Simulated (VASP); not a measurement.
# NaF (Fm-3m) in VASP: notebook, part 2 of 3

VASP 6.6.1. Earlier steps stand in the parts before.

**3. Electric field gradients, LDA (volume scaled by 0.94)**

The input, INCAR:

```
SYSTEM = NaF
PREC     = Accurate       ! precision mode
ENCUT    = 520            ! plane-wave cutoff, eV
EDIFF    = 1E-8           ! SCF threshold, eV
ISMEAR   = -1             ! smearing method
SIGMA    = 0.02           ! smearing width, eV
LREAL    = .False.        ! projectors in reciprocal space
LASPH    = .True.         ! aspherical terms in the spheres
NELM     = 60             ! most SCF steps
ALGO     = Normal         ! electronic algorithm
ISIF     = 2              ! what is computed and relaxed
LWAVE    = .False.        ! write WAVECAR
LCHARG   = .False.        ! write CHGCAR
GGA      = CA             ! functional
LEFG     = .True.       
NBANDS   = 14             ! bands
```

The input, KPOINTS:

```
regular mesh
0
Gamma
  10 10 10
  0 0 0
```

The input, POSCAR:

```
NaF
1.0
    0.0000000000      2.2758724064      2.2758724064
    2.2758724064      0.0000000000      2.2758724064
    2.2758724064      2.2758724064      0.0000000000
Na F
1 1
Direct
    0.0000000000      0.0000000000      0.0000000000
    0.5000000000      0.5000000000      0.5000000000
```

Potentials or basis: VASP PAW LDA potentials, release 64 (Na_pv, F).

Command:

```sh
> cat potpaw_LDA.64/Na_pv/POTCAR potpaw_LDA.64/F/POTCAR > POTCAR
> mpirun -np 1 vasp_std > vasp.out
```

OUTCAR:

```text
SYSTEM = NaF
   PREC = Accurate
   ENCUT = 520
   EDIFF = 1E-8
   ISMEAR = -1
   LREAL = .False.
   LASPH = .True.
   NELM = 60
   ISIF = 2
   GGA = CA

 ion  position               nearest neighbor table
   1  0.000  0.000  0.000-   2 2.28   2 2.28   2 2.28   2 2.28   2 2.28   2 2.28
   2  0.500  0.500  0.500-   1 2.28   1 2.28   1 2.28   1 2.28   1 2.28   1 2.28

  LATTYP: Found a face centered cubic cell.
 ALAT       =     4.5517448128

  Lattice vectors:

 A1 = (   0.0000000000,   2.2758724064,   2.2758724064)
 A2 = (   2.2758724064,   0.0000000000,   2.2758724064)
 A3 = (   2.2758724064,   2.2758724064,   0.0000000000)

Analysis of symmetry for initial positions (statically):
=====================================================================
 Subroutine PRICEL returns:
 Original cell was already a primitive cell.

 Routine SETGRP: Setting up the symmetry group for a
 face centered cubic supercell.

 Subroutine GETGRP returns: Found 48 space group operations
 (whereof 48 operations were pure point group operations)
 out of a pool of 48 trial point group operations.

The static configuration has the point symmetry O_h .

Analysis of symmetry for dynamics (positions and initial velocities):
=====================================================================
 Subroutine PRICEL returns:
 Original cell was already a primitive cell.

 Routine SETGRP: Setting up the symmetry group for a
 face centered cubic supercell.

 Subroutine GETGRP returns: Found 48 space group operations
 (whereof 48 operations were pure point group operations)
 out of a pool of 48 trial point group operations.

The dynamic configuration has the point symmetry O_h .

 Subroutine INISYM returns: Found 48 space group operations
 (whereof 48 operations are pure point group operations),
 and found     1 'primitive' translations

----------------------------------------------------------------------------------------

                                     Primitive cell

  volume of cell :      23.5762

  direct lattice vectors                    reciprocal lattice vectors
     0.000000000  2.275872406  2.275872406    -0.219695972  0.219695972  0.219695972
     2.275872406  0.000000000  2.275872406     0.219695972 -0.219695972  0.219695972
     2.275872406  2.275872406  0.000000000     0.219695972  0.219695972 -0.219695972

  length of vectors
     3.218569623  3.218569623  3.218569623     0.380524585  0.380524585  0.380524585

  position of ions in fractional coordinates (direct lattice)
     0.000000000  0.000000000  0.000000000
     0.500000000  0.500000000  0.500000000

  ion indices of the primitive-cell ions
   primitive index   ion index
                 1           1
                 2           2

----------------------------------------------------------------------------------------

 KPOINTS: regular mesh

Automatic generation of k-mesh.
 Grid dimensions read from file:
 generate k-points for:   10   10   10

 Generating k-lattice:

[... 79 lines left out ...]
   IMIX   =      4    mixing-type and parameters
     AMIX     =   0.40;   BMIX     =  1.00
     AMIX_MAG =   1.60;   BMIX_MAG =  1.00
  volume/ion in A,a.u.               =      11.79        79.55
  Fermi-wavevector in a.u.,A,eV,Ry     =   1.376025  2.600310 25.761874  1.893444
  Thomas-Fermi vector in A             =   2.501307
   LORBIT       =      0    0 simple, 1 ext, 2 COOP (PROOUT), +10 PAW based schemes
   GGA     = CA    functional components
   LHFCALC =     F    Hartree Fock is set to
   AEXX    =    0.0000 exact exchange contribution
   IVDW    =     0    specifies the selected vdW correction
   LEPSILON=     F    determine dielectric tensor
   LRPA    =     F    only Hartree local field effects (RPA)
 non-spin polarized calculation
  energy-cutoff  :      520.00
  volume of cell :       23.58
 maximum number of plane-waves:       647
   NGX = 11   NGY = 11   NGZ = 11

 number of electron      14.0000009 magnetization

 Free energy of the ion-electron system (eV)
  ---------------------------------------------------
  ext. energy  EPLUGINS =         0.00000000
  ---------------------------------------------------
  free energy    TOTEN  =        -9.32924270 eV

  energy without entropy =       -9.32924270  energy(sigma->0) =       -9.32924270

 E-fermi :  -1.8351     XC(G=0): -10.2166

 val. band max:       -2.2690813710   @ k =   0.0000   0.0000   0.0000
 cond. band min:       3.9791858245   @ k =   0.0000   0.0000   0.0000
 fundamental gap:      6.2482671955
 Fermi energy:        -1.8351032611

 k-point     1 :       0.0000    0.0000    0.0000
  band No.  band energies     occupation
      1     -21.1272      2.00000
      2     -20.8778      2.00000
      3     -20.8778      2.00000
      4     -20.8778      2.00000
      5      -2.2691      2.00000
      6      -2.2691      2.00000
      7      -2.2691      2.00000
      8       3.9792      0.00000
      9      16.6359      0.00000
     10      16.6359      0.00000
     11      16.6359      0.00000
     12      19.5614      0.00000
     13      21.8514      0.00000
     14      21.8514      0.00000
[... 377 lines left out ...]
      1     -21.4461      2.00000
      2     -20.9390      2.00000
      3     -20.9288      2.00000
      4     -20.4072      2.00000
      5      -3.5842      2.00000
      6      -2.6952      2.00000
      7      -2.6318      2.00000
      8       8.3667      0.00000
      9      11.3388      0.00000
     10      14.6086      0.00000
     11      17.5323      0.00000
     12      17.5721      0.00000
     13      23.6755      0.00000
     14      24.6047      0.00000

 [... further k-points ...]

------------------------ aborting loop because EDIFF is reached ----------------------------------------

  FORCE on cell =-STRESS in cart. coord.  units (eV):
  Direction    XX          YY          ZZ          XY          YZ          ZX
  --------------------------------------------------------------------------------------
  -------------------------------------------------------------------------------------
  Total       -0.2775061     -0.2775061     -0.2775061      0.0000000     -0.0000000     -0.0000000
  in kB      -18.8585998    -18.8585998    -18.8585998      0.0000000     -0.0000000     -0.0000000
  external PRESSURE =     -18.8585998 kB  Pullay stress =       0.0000000 kB

 VOLUME and BASIS-vectors are now :
 -----------------------------------------------------------------------------
  energy-cutoff  :      520.00
  volume of cell :       23.58
      direct lattice vectors                 reciprocal lattice vectors
     0.000000000  2.275872406  2.275872406    -0.219695972  0.219695972  0.219695972
     2.275872406  0.000000000  2.275872406     0.219695972 -0.219695972  0.219695972
     2.275872406  2.275872406  0.000000000     0.219695972  0.219695972 -0.219695972

 POSITION                                       TOTAL-FORCE (eV/Angst)
 -----------------------------------------------------------------------------------
      0.00000      0.00000      0.00000        -0.000000     -0.000000     -0.000000
      2.27587      2.27587      2.27587         0.000000      0.000000      0.000000
 -----------------------------------------------------------------------------------
    total drift:                                0.000000     -0.000000      0.000000

  FREE ENERGIE OF THE ION-ELECTRON SYSTEM (eV)
  ---------------------------------------------------
  free  energy   TOTEN  =        -9.3292427003 eV

  energy  without entropy=       -9.3292427003  energy(sigma->0) =       -9.32924270

 Electric field gradients (V/A^2)
---------------------------------------------------------------------
 ion       V_xx      V_yy      V_zz      V_xy      V_xz      V_yz
---------------------------------------------------------------------
   1       0.000     0.000    -0.000     0.002     0.002     0.002
   2      -0.000     0.000     0.000     0.006     0.006     0.006
---------------------------------------------------------------------

 Electric field gradients after diagonalization (V/A^2)
 (convention: |V_zz| > |V_xx| > |V_yy|)
----------------------------------------------------------------------
 ion       V_xx      V_yy      V_zz     asymmetry (V_yy - V_xx)/ V_zz
----------------------------------------------------------------------
   1      -0.002    -0.002     0.004       0.000
   2      -0.006    -0.006     0.012       0.000
----------------------------------------------------------------------

           NMR quadrupolar parameters

 Cq : quadrupolar parameter    Cq=e*Q*V_zz/h
 eta: asymmetry parameters     (V_yy - V_xx)/ V_zz
 Q  : nuclear electric quadrupole moment in mb (millibarn)
----------------------------------------------------------------------
 ion       Cq(MHz)       eta       Q (mb)
----------------------------------------------------------------------
   1       0.000       0.000       1.000
   2       0.000       0.000       1.000
----------------------------------------------------------------------
```

It took 6.4 s on 1 thread of Intel Xeon Platinum 8488C (Sapphire Rapids), shared host; peak memory 0.13 GiB.

Results:

* Free energy: -9.3292 eV
* Pressure: -1.9 GPa
* Band gap on the k mesh: 6.25 eV, direct

Caveat: without QUAD_EFG the Cq values of the log hold for a quadrupole moment of 1 mb, not for the nuclei. A k mesh can miss the band edges.

**4. Electric field gradients, LDA (volume scaled by 0.98)**

The input, INCAR:

```
  PREC = Accurate
  ENCUT = 520
  EDIFF = 1E-8
  ISMEAR = -1
  SIGMA = 0.02
  LREAL = F
  LASPH = T
  NELM = 80
  ALGO = Normal
  ISIF = 2
  LWAVE = F
  LCHARG = F
  LEFG = T
  NBANDS = 14
```

The input, KPOINTS:

```
Automatic mesh
0
Gamma
  10 10 10
```

The input, POSCAR:

```
NaF
1.0
    0.0000000000      2.3077069127      2.3077069127
    2.3077069127      0.0000000000      2.3077069127
    2.3077069127      2.3077069127      0.0000000000
Na F
1 1
Direct
    0.0000000000      0.0000000000      0.0000000000
    0.5000000000      0.5000000000      0.5000000000
```

Potentials or basis: VASP PAW LDA potentials, release 64 (Na_pv, F).

Command:

```sh
> cat potpaw_LDA.64/Na_pv/POTCAR potpaw_LDA.64/F/POTCAR > POTCAR
> mpirun -np 1 vasp_std > vasp.out
```

OUTCAR:

```text
PREC = Accurate
   ENCUT = 520
   EDIFF = 1E-8
   ISMEAR = -1
   LREAL = F
   LASPH = T
   NELM = 80
   ISIF = 2

 ion  position               nearest neighbor table
   1  0.000  0.000  0.000-   2 2.31   2 2.31   2 2.31   2 2.31   2 2.31   2 2.31
   2  0.500  0.500  0.500-   1 2.31   1 2.31   1 2.31   1 2.31   1 2.31   1 2.31

  LATTYP: Found a face centered cubic cell.
 ALAT       =     4.6154138254

  Lattice vectors:

 A1 = (   0.0000000000,   2.3077069127,   2.3077069127)
 A2 = (   2.3077069127,   0.0000000000,   2.3077069127)
 A3 = (   2.3077069127,   2.3077069127,   0.0000000000)

Analysis of symmetry for initial positions (statically):
=====================================================================
 Subroutine PRICEL returns:
 Original cell was already a primitive cell.

 Routine SETGRP: Setting up the symmetry group for a
 face centered cubic supercell.

 Subroutine GETGRP returns: Found 48 space group operations
[... 595 lines left out ...]
      direct lattice vectors                 reciprocal lattice vectors
     0.000000000  2.307706913  2.307706913    -0.216665295  0.216665295  0.216665295
     2.307706913  0.000000000  2.307706913     0.216665295 -0.216665295  0.216665295
     2.307706913  2.307706913  0.000000000     0.216665295  0.216665295 -0.216665295

 POSITION                                       TOTAL-FORCE (eV/Angst)
 -----------------------------------------------------------------------------------
      0.00000      0.00000      0.00000         0.000000      0.000000      0.000000
      2.30771      2.30771      2.30771         0.000000     -0.000000      0.000000
 -----------------------------------------------------------------------------------
    total drift:                                0.000000     -0.000000      0.000000

  FREE ENERGIE OF THE ION-ELECTRON SYSTEM (eV)
  ---------------------------------------------------
  free  energy   TOTEN  =        -9.3124968972 eV

  energy  without entropy=       -9.3124968972  energy(sigma->0) =       -9.31249690

 Electric field gradients (V/A^2)
---------------------------------------------------------------------
 ion       V_xx      V_yy      V_zz      V_xy      V_xz      V_yz
---------------------------------------------------------------------
   1      -0.000    -0.000     0.000     0.002     0.002     0.002
   2       0.000     0.000    -0.000     0.008     0.008     0.008
---------------------------------------------------------------------

 Electric field gradients after diagonalization (V/A^2)
 (convention: |V_zz| > |V_xx| > |V_yy|)
----------------------------------------------------------------------
 ion       V_xx      V_yy      V_zz     asymmetry (V_yy - V_xx)/ V_zz
----------------------------------------------------------------------
   1      -0.002    -0.002     0.004       0.000
   2      -0.008    -0.008     0.016       0.000
----------------------------------------------------------------------

           NMR quadrupolar parameters

 Cq : quadrupolar parameter    Cq=e*Q*V_zz/h
 eta: asymmetry parameters     (V_yy - V_xx)/ V_zz
 Q  : nuclear electric quadrupole moment in mb (millibarn)
----------------------------------------------------------------------
 ion       Cq(MHz)       eta       Q (mb)
----------------------------------------------------------------------
   1       0.000       0.000       1.000
   2       0.000       0.000       1.000
----------------------------------------------------------------------
```

stdout:

```text
POSCAR found type information on POSCAR NaF
 POSCAR found :  2 types and       2 ions
 scaLAPACK will be used
 LDA part: xc-table for (Slater(with rela. corr.)+CA(PZ))
 , standard interpolation
 POSCAR, INCAR and KPOINTS ok, starting setup
 FFT: planning ... GRIDC
 FFT: planning ... GRID_SOFT
 FFT: planning ... GRID
 WAVECAR not read
 entering main loop
ion   1

ion   2
```

Run time: 6.5 s. Hardware: 1 thread of Intel Xeon Platinum 8488C (Sapphire Rapids), shared host; peak memory 0.13 GiB.

What came out:

* Free energy: -9.3125 eV
* Pressure: -3.9 GPa
* Band gap on the k mesh: 6.02 eV, direct

Levels at points of the mesh, in eV from the valence-band top:
```tsv
k point	band 4	band 5	band 6	band 7	band 8	band 9	band 10	band 11
(0.00, 0.00, 0.00)	-18.73	0.00	0.00	0.00	6.02	18.62	18.62	18.62
(0.50, 0.00, 0.00)	-17.79	-1.69	-0.27	-0.27	10.46	12.20	19.79	19.79
(0.50, 0.50, 0.00)	-18.50	-1.35	-0.43	-0.43	12.85	12.88	13.36	19.47
```

Caveat: without QUAD_EFG the Cq values of the log hold for a quadrupole moment of 1 mb, not for the nuclei.

(Continued in part 3 of 3.)
